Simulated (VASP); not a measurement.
# Li in VASP: single point with PBE

Aim: the single point of Li with PBE.

Program: VASP 6.6.1. These are calculated values, not measurements. Logs are shortened: lines on timing, memory, paths and dates and some standing lists are left out, and cuts for length are marked.

## Step 1: The cell of the first run

The typed cell holds 1 atom: a = 3.053 Å, b = 3.053 Å, c = 3.053 Å, α = 119.74°, β = 119.75°, γ = 90.45°.

This isn't the form of Li at room conditions, which is bcc.

## Step 2: Single point, PBE

Contents of INCAR:

```
PREC     = Accurate       # precision mode
ENCUT    = 520            # plane-wave cutoff, eV
EDIFF    = 1E-7           # SCF threshold, eV
ISMEAR   = 0              # smearing method
SIGMA    = 0.1            # smearing width, eV
LREAL    = False          # projectors in reciprocal space
LASPH    = True           # aspherical terms in the spheres
NELM     = 100            # most SCF steps
ALGO     = Fast           # electronic algorithm
ISIF     = 2              # what is computed and relaxed
LWAVE    = False          # write WAVECAR
LCHARG   = True           # write CHGCAR
GGA      = PE             # functional
LELF     = True           # ELF
LVHAR    = True         
NBANDS   = 8              # bands
```

Contents of KPOINTS:

```
Automatic mesh
0
Gamma
  24 24 24
```

Contents of POSCAR:

```
Li
1.0
   -1.5327198505      1.5325486232      2.1505878662
    1.5327198505     -1.5325486232      2.1505878662
    1.5327198505      1.5325486232     -2.1505878662
Li
1
Direct
    0.0000000000      0.5000000000      0.5000000000
```

Potentials or basis: VASP PAW PBE potentials, release 64 (Li_sv).

Command:

```sh
$ cat potpaw_PBE.64/Li_sv/POTCAR > POTCAR
$ mpirun -np 1 vasp_std > vasp.out
```

OUTCAR:

```text
PREC = Accurate
   ENCUT = 520
   EDIFF = 1E-7
   ISMEAR = 0
   LREAL = False
   LASPH = True
   NELM = 100
   ISIF = 2
   GGA = PE

 ion  position               nearest neighbor table
   1  0.000  0.500  0.500-

  LATTYP: Found a body centered orthorhombic cell.
 ALAT       =     3.0650972464
 B/A-ratio  =     1.0001117272
 C/A-ratio  =     1.4032754548

  Lattice vectors:

 A1 = (   1.5327198505,  -1.5325486232,  -2.1505878662)
 A2 = (  -1.5327198505,   1.5325486232,  -2.1505878662)
 A3 = (   1.5327198505,   1.5325486232,   2.1505878662)

Analysis of symmetry for initial positions (statically):
=====================================================================
 Subroutine PRICEL returns:
 Original cell was already a primitive cell.

 Routine SETGRP: Setting up the symmetry group for a
 body centered orthorhombic supercell.

 Subroutine GETGRP returns: Found  8 space group operations
 (whereof  8 operations were pure point group operations)
 out of a pool of  8 trial point group operations.

The static configuration has the point symmetry D_2h.

Analysis of symmetry for dynamics (positions and initial velocities):
=====================================================================
 Subroutine PRICEL returns:
 Original cell was already a primitive cell.

 Routine SETGRP: Setting up the symmetry group for a
 body centered orthorhombic supercell.

 Subroutine GETGRP returns: Found  8 space group operations
 (whereof  8 operations were pure point group operations)
 out of a pool of  8 trial point group operations.

The dynamic configuration has the point symmetry D_2h.

 Subroutine INISYM returns: Found  8 space group operations
 (whereof  8 operations are pure point group operations),
 and found     1 'primitive' translations

----------------------------------------------------------------------------------------

                                     Primitive cell

  volume of cell :      20.2066

  direct lattice vectors                    reciprocal lattice vectors
    -1.532719850  1.532548623  2.150587866     0.000000000  0.326253923  0.232494569
     1.532719850 -1.532548623  2.150587866     0.326217475  0.000000000  0.232494569
     1.532719850  1.532548623 -2.150587866     0.326217475  0.326253923  0.000000000

  length of vectors
     3.053352844  3.053352844  3.053352844     0.400618705  0.400589024  0.461366951

  position of ions in fractional coordinates (direct lattice)
     0.000000000  0.500000000  0.500000000

  ion indices of the primitive-cell ions
   primitive index   ion index
                 1           1

----------------------------------------------------------------------------------------

 KPOINTS: Automatic mesh

Automatic generation of k-mesh.
 Grid dimensions read from file:
 generate k-points for:   24   24   24

 Generating k-lattice:

  Cartesian coordinates                     Fractional coordinates (reciprocal lattice)
     0.000000000  0.013593913  0.009687274     0.041666667  0.000000000  0.000000000
     0.013592395  0.000000000  0.009687274     0.000000000  0.041666667  0.000000000
     0.013592395  0.013593913  0.000000000     0.000000000  0.000000000  0.041666667

  Length of vectors
     0.016692446  0.016691209  0.019223623

  Shift w.r.t. Gamma in fractional coordinates (k-lattice)
     0.000000000  0.000000000  0.000000000

 Subroutine IBZKPT returns following result:
 ===========================================

 Found   1963 irreducible k-points:

 Following reciprocal coordinates:
            Coordinates               Weight
  0.000000  0.000000  0.000000      1.000000
  0.041667  0.000000 -0.000000      4.000000
  0.083333  0.000000 -0.000000      4.000000
  0.125000  0.000000  0.000000      4.000000
  0.166667  0.000000 -0.000000      4.000000
  0.208333  0.000000  0.000000      4.000000
[... 16 lines left out ...]
  0.375000  0.041667  0.000000      8.000000
  0.416667  0.041667 -0.000000      8.000000
 [... further k-points ...]
   k-points           NKPTS =   1963   k-points in BZ     NKDIM =   1963   number of bands    NBANDS=      8
   number of dos      NEDOS =    301   number of ions     NIONS =      1
   total plane-waves  NPLWV =  13824
   dimension x,y,z NGX =    24 NGY =   24 NGZ =   24
   dimension x,y,z NGXF=    48 NGYF=   48 NGZF=   48
   ions per type =               1
   NGX,Y,Z   is equivalent  to a cutoff of  13.07, 13.07, 13.07 a.u.
   NGXF,Y,Z  is equivalent  to a cutoff of  26.13, 26.13, 26.13 a.u.
 SYSTEM =  unknown system
   PREC   = accura    normal or accurate (medium, high low for compatibility)
   ISTART =      0    job   : 0-new  1-cont  2-samecut
   ICHARG =      2    charge: 1-file 2-atom 10-const
   ISPIN  =      1    spin polarized calculation?
   LNONCOLLINEAR =      F non collinear calculations
   LSORBIT =      F    spin-orbit coupling
   LASPH  =      T    aspherical Exc in radial PAW
   ENCUT  =  520.0 eV  38.22 Ry    6.18 a.u.   5.68  5.68  5.68*2*pi/ulx,y,z
   NELM   =    100;   NELMIN=  2; NELMDL= -5     # of ELM steps
   EDIFF  = 0.1E-06   stopping-criterion for ELM
   LREAL  =      F    real-space projection
   EDIFFG = 0.1E-05   stopping-criterion for IOM
   NSW    =      0    number of steps for IOM
   IBRION =     -1    ionic relax: 0-MD 1-quasi-New 2-CG
   NFREE  =      0    steps in history (QN), initial steepest desc. (CG)
   ISIF   =      2    stress and relaxation
   ISYM   =      2    0-nonsym 1-usesym 2-fastsym
   POTIM  = 0.5000    time-step for ionic-motion
   TEBEG  =    0.0;   TEEND  =   0.0 temperature during run
   PSTRESS=    0.0 pullay stress
   NELECT =       3.0000    total number of electrons
   NUPDOWN=      -1.0000    fix difference up-down
   EMIN   =  10.00;   EMAX   =-10.00  energy-range for DOS
   EFERMI =   0.00;   METHOD = LEGACY
   ISMEAR =     0;   SIGMA  =   0.10  broadening in eV -4-tet -1-fermi 0-gaus
   EFERMI_NEDOS =   21; number of points for ismear=-14 and -15
   IALGO  =     68    algorithm
   IMIX   =      4    mixing-type and parameters
     AMIX     =   0.40;   BMIX     =  1.00
     AMIX_MAG =   1.60;   BMIX_MAG =  1.00
  volume/ion in A,a.u.               =      20.21       136.36
  Fermi-wavevector in a.u.,A,eV,Ry     =   0.866863  1.638134 10.224120  0.751452
  Thomas-Fermi vector in A             =   1.985314
   LORBIT       =      0    0 simple, 1 ext, 2 COOP (PROOUT), +10 PAW based schemes
   GGA     = PE    functional components
   LHFCALC =     F    Hartree Fock is set to
   AEXX    =    0.0000 exact exchange contribution
   IVDW    =     0    specifies the selected vdW correction
   LEPSILON=     F    determine dielectric tensor
   LRPA    =     F    only Hartree local field effects (RPA)
 non-spin polarized calculation
 RMM-DIIS sequential band-by-band and
 Gauss-broadening in eV      SIGMA  =   0.10
  energy-cutoff  :      520.00
  volume of cell :       20.21
 maximum number of plane-waves:       556
   NGX = 11   NGY = 11   NGZ = 11

 number of electron       2.9999995 magnetization

 Free energy of the ion-electron system (eV)
  ---------------------------------------------------
  ext. energy  EPLUGINS =         0.00000000
  ---------------------------------------------------
  free energy    TOTEN  =        -1.90719260 eV

  energy without entropy =       -1.90438714  energy(sigma->0) =       -1.90578987

 E-fermi :   0.6400     XC(G=0):  -7.0518

 val. band max:        0.6317706216   @ k =   0.5000  -0.0417   0.0417
 cond. band min:       0.6410626361   @ k =   0.2083   0.2917   0.0417
 fundamental gap:      0.0092920145
 Fermi energy:         0.6400359752

 k-point     1 :       0.0000    0.0000    0.0000
  band No.  band energies     occupation
      1     -45.8889      2.00000
      2      -2.9307      2.00000
      3      15.0100      0.00000
      4      15.0185      0.00000
      5      15.0209      0.00000
      6      18.8949      0.00000
      7      18.8984      0.00000
      8      18.9233      0.00000

 k-point     2 :       0.0417    0.0000   -0.0000
  band No.  band energies     occupation
      1     -45.8886      2.00000
      2      -2.8996      2.00000
      3      14.6543      0.00000
      4      14.9402      0.00000
      5      14.9403      0.00000
      6      18.4199      0.00000
      7      19.0289      0.00000
      8      19.0461      0.00000

 k-point     3 :       0.0833    0.0000   -0.0000
  band No.  band energies     occupation
      1     -45.8877      2.00000
      2      -2.8063      2.00000
      3      13.7113      0.00000
      4      14.7375      0.00000
      5      14.7496      0.00000
      6      18.1252      0.00000
      7      19.3825      0.00000
      8      19.3963      0.00000

 k-point     4 :       0.1250    0.0000    0.0000
  band No.  band energies     occupation
      1     -45.8862      2.00000
      2      -2.6509      2.00000
      3      12.4870      0.00000
      4      14.4736      0.00000
      5      14.5009      0.00000
      6      18.1219      0.00000
      7      19.8192      0.00000
      8      19.8448      0.00000

 k-point     5 :       0.1667    0.0000   -0.0000
  band No.  band energies     occupation
      1     -45.8844      2.00000
      2      -2.4336      2.00000
      3      11.1809      0.00000
      4      14.1997      0.00000
      5      14.2427      0.00000
      6      18.2674      0.00000
      7      20.0574      0.00000
      8      20.1400      0.00000
[... 177 lines left out ...]
 k-point    22 :       0.3333    0.0417   -0.0000
  band No.  band energies     occupation
      1     -45.8744      2.00000
      2      -0.7783      2.00000
      3       6.0010      0.00000
      4      12.8230      0.00000
      5      13.7794      0.00000
      6      17.4439      0.00000
      7      17.9114      0.00000
      8      19.5430      0.00000

 k-point    23 :       0.3750    0.0417    0.0000
  band No.  band energies     occupation
      1     -45.8727      2.00000
      2      -0.2823      2.00000
      3       5.0401      0.00000
      4      12.8177      0.00000
      5      13.5945      0.00000
      6      17.0645      0.00000
      7      17.6226      0.00000
      8      19.2863      0.00000

 k-point    24 :       0.4167    0.0417   -0.0000
  band No.  band energies     occupation
      1     -45.8715      2.00000
      2       0.2020      2.00000
      3       4.2361      0.00000
      4      12.8648      0.00000
      5      13.4225      0.00000
      6      16.7536      0.00000
      7      17.4670      0.00000
      8      19.0747      0.00000

 [... further k-points ...]

------------------------ aborting loop because EDIFF is reached ----------------------------------------

  FORCE on cell =-STRESS in cart. coord.  units (eV):
  Direction    XX          YY          ZZ          XY          YZ          ZX
  --------------------------------------------------------------------------------------
  -------------------------------------------------------------------------------------
  Total       -0.0078724     -0.0076559     -0.0067589     -0.0000000      0.0000000      0.0000000
  in kB       -0.6241998     -0.6070328     -0.5359138     -0.0000000      0.0000000      0.0000000
  external PRESSURE =      -0.5890488 kB  Pullay stress =       0.0000000 kB

 VOLUME and BASIS-vectors are now :
 -----------------------------------------------------------------------------
  energy-cutoff  :      520.00
  volume of cell :       20.21
      direct lattice vectors                 reciprocal lattice vectors
    -1.532719850  1.532548623  2.150587866     0.000000000  0.326253923  0.232494569
     1.532719850 -1.532548623  2.150587866     0.326217475  0.000000000  0.232494569
     1.532719850  1.532548623 -2.150587866     0.326217475  0.326253923  0.000000000

 POSITION                                       TOTAL-FORCE (eV/Angst)
 -----------------------------------------------------------------------------------
      1.53272      0.00000      0.00000         0.000000      0.000000      0.000000
 -----------------------------------------------------------------------------------
    total drift:                                0.000000      0.000000     -0.000000

  FREE ENERGIE OF THE ION-ELECTRON SYSTEM (eV)
  ---------------------------------------------------
  free  energy   TOTEN  =        -1.9071926019 eV

  energy  without entropy=       -1.9043871426  energy(sigma->0) =       -1.90578987
```

Run time: 2 min. Hardware: 1 thread of Intel Xeon 6975P-C (Granite Rapids), shared host; peak memory 0.34 GiB.

Results:

| Property | Result |
| --- | --- |
| Free energy | -1.9072 eV |
| Band gap on the k mesh | zero (an odd number of electrons rules out a gap without spin polarisation) |

Caveat: the cutoff is under 1.25 times the usual one of these potentials, so pressure, stress and relaxed cells hold a basis-set (Pulay) error.
